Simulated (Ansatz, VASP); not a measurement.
# Two plane-wave programs on Rh

The input INCAR:

```
PREC = Accurate ; ENCUT = 520
EDIFF = 1E-7 ; ISMEAR = 0
SIGMA = 0.15 ; LREAL = F
LASPH = T ; NELM = 100
ALGO = Fast ; ISIF = 2
LWAVE = F ; LCHARG = T
LELF = T ; LVHAR = T
NBANDS = 14
```

File KPOINTS:

```
Automatic mesh
0
Gamma
  22 22 22
```

Contents of POSCAR:

```
Rh
1.0
    0.0000000000      2.0440772818      1.7515698228
    2.0440772818      0.0000000000      1.7515698228
    2.0440772818      2.0440772818      0.0000000000
Rh
1
Direct
    0.0000000000      0.0000000000      0.0000000000
```

Input for Ansatz:

```yaml
crystal:
  lattice:
    - [0.0, 2.0440772818, 1.7515698228]
    - [2.0440772818, 0.0, 1.7515698228]
    - [2.0440772818, 2.0440772818, 0.0]
  atoms:
    - { symbol: Rh, position: [0.0, 0.0, 0.0] }
basis:
  ecutwfc: 420
kpoints:
  mp_grid: { grid: [22, 22, 22] }
hamiltonian:
  xc: lda
  pseudopotentials: { kind: paw, azcp: { folder: soft_1 } }
scf:
  occupations: { method: gaussian, width: 0.15 }
output:
  forces: true
  stress: true
  eigenvalues: true
```

Alike in both runs: task single point; functional LDA; k mesh 22 × 22 × 22; occupations gaussian, width 0.15 eV; no spin polarisation.

```csv
,VASP,Ansatz
version,VASP 6.6.1,Ansatz 0.2.0
potentials or method,"VASP PAW LDA potentials, release 64 (Rh_pv), cutoff 520 eV","scalar-relativistic, plane waves, PAW"
valence electrons in the cell,15,17
```

VASP gave:

- gap on the k mesh at the Fermi level (eV): none
- pressure (GPa): -21.5
- traceless stress, the component that is largest in VASP (GPa): 15.70

Question: Which values does Ansatz return?

Answer: gap on the k mesh at the Fermi level (eV): none; pressure (GPa): -22.1; traceless stress, the component that is largest in VASP (GPa): 15.75.

Ansatz warns that its potentials were made for another functional, while VASP's fit it. LDA's correlation is that of Perdew and Zunger in VASP and of Perdew and Wang (1992) in Ansatz. A gap of «none» marks a metal or a gap that the smearing closes. VASP's potentials hold 15 valence electrons a cell and Ansatz's 17, so a difference there can come from the potentials and not from the codes.
